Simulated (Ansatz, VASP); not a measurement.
## As: VASP beside Ansatz

```
As
1.0
     1.87097   -5.41154    0.00000
     1.87097    5.41154    0.00000
     0.00000    0.00000    4.28517
As
4
Direct
  0.11271 0.88729 0.05528
  0.61271 0.38729 0.44472
  0.88729 0.11271 0.94472
  0.38729 0.61271 0.55528
```

Alike in both runs: functional PBE; dispersion D3(BJ); k mesh 10 × 10 × 8; occupations gaussian, width 0.01 eV; no spin polarisation.

Ansatz relaxed the structure, and its values are those at the end. VASP's run is a single point on that final structure, the one shown.

|  | VASP | Ansatz |
| --- | --- | --- |
| version | VASP 6.6.1 | Ansatz 0.2.0 |
| potentials or method | VASP PAW PBE potentials, release 64 (As), cutoff 520 eV | scalar-relativistic, plane waves, PAW |
| valence electrons in the cell | 20 | 60 |

```tsv
	VASP	Ansatz	Ansatz less VASP
gap on the k mesh at the Fermi level (eV)	none	none	-
pressure (GPa)	0.4	0.0	-0.32
rms of the force components (eV/Å)	0.036	0.003	-0.0337
```

A gap of «none» marks a metal or a gap that the smearing closes. VASP's potentials hold 20 valence electrons a cell and Ansatz's 60, so a difference there can come from the potentials and not from the codes.
